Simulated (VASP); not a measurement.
Sb:

```
Sb
1.0
     2.16847    1.25196    3.78289
    -2.16847    1.25196    3.78289
     0.00000   -2.50393    3.78289
Sb
2
Direct
  0.76651 0.76651 0.76651
  0.23349 0.23349 0.23349
```

Base run:

| Property | Result |
| --- | --- |
| Program | VASP 6.6.1 |
| Functional | LDA |
| Potentials or basis | VASP PAW LDA potentials, release 64 (Sb_d_GW) |
| Cutoff | 500 eV |
| k mesh | 8 × 8 × 8 |
| Occupations | fermi-dirac, width 0.05 eV |
| Spin | no spin polarisation |

Its results: band gap on the k mesh zero (band 15 reaches 4.99 eV, above the bottom of band 16 at 4.69 eV); pressure -2.3 GPa; largest force 0.077 eV/Å.

Q: After a change of settings the same cell gave: band gap on the k mesh zero (band 15 reaches 6.76 eV, above the bottom of band 16 at 6.53 eV); pressure 10.8 GPa; largest force 0.196 eV/Å. Which change was it?
A. functional from LDA to PBE exchange alone; potentials or basis from VASP PAW LDA potentials, release 64 (Sb_d_GW) to VASP PAW PBE potentials, release 64 (Sb_d_GW)
B. potentials or basis from VASP PAW LDA potentials, release 64 (Sb_d_GW) to VASP PAW LDA potentials, release 64 (Sb); cutoff from 500 eV to 520 eV; further incar settings from ALGO = Normal; EDIFF = 1e-06; NBANDS = 22 to ALGO = Normal; EDIFF = 1e-06; NBANDS = 12; valence electrons from 30 to 10
C. potentials or basis from VASP PAW LDA potentials, release 64 (Sb_d_GW) to VASP PAW LDA potentials, release 64 (Sb); cutoff from 500 eV to 520 eV; further incar settings from ALGO = Normal; EDIFF = 1e-06; NBANDS = 22 to ALGO = Normal; EDIFF = 1e-07; NBANDS = 12; valence electrons from 30 to 10

A: A.

Caveats: spin-orbit coupling is left out, which moves the levels of the heavy elements.
